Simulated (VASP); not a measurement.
A run of VASP 6.6.1:

File INCAR:

```
SYSTEM = MgO
ALGO = Normal ; EDIFF = 1E-6
ENCUT = 520 ; GGA = PS
ISIF = 2 ; ISMEAR = 0
LASPH = .TRUE. ; LCHARG = .FALSE.
LREAL = .FALSE. ; LWAVE = .FALSE.
NBANDS = 26 ; NELM = 80
PREC = Accurate ; SIGMA = 0.05
```

File KPOINTS:

```
k-points
0
G
  9 9 4
  0 0 0
```

POSCAR

```
MgO
1.0
    3.2553371795      0.0000000000      0.0000000000
   -1.6276685897      2.8192046953      0.0000000000
    0.0000000000      0.0000000000     10.4149514991
Mg O
4 4
Direct
    0.3333333333      0.6666666667      0.9695963559
    0.0000000000      0.0000000000      0.2209473890
    0.0000000000      0.0000000000      0.7209473890
    0.6666666667      0.3333333333      0.4695963559
    0.3333333333      0.6666666667      0.7799156657
   -0.1198032580      0.0000000000      0.4671284932
    0.0000000000      0.0000000000      0.0295387694
    0.6666666667      0.3333333333      0.2799156657
```

Potentials or basis: VASP PAW PBE potentials, release 64 (Mg, O).

Launch:

```sh
$ cat potpaw_PBE.64/Mg/POTCAR potpaw_PBE.64/O/POTCAR > POTCAR
$ mpirun -np 1 vasp_std > vasp.out
```

Hardware: 1 thread of Intel(R) Xeon(R) Platinum 8481C CPU @ 2.70GHz (Sapphire Rapids), with other jobs on the host.

Q: Estimate the wall time of this run.

A: It took 2.2 min on 1 thread of Intel(R) Xeon(R) Platinum 8481C CPU @ 2.70GHz (Sapphire Rapids), with other jobs on the host, peak memory 0.42 GiB. Counts: scf iterations 15, k points 163.
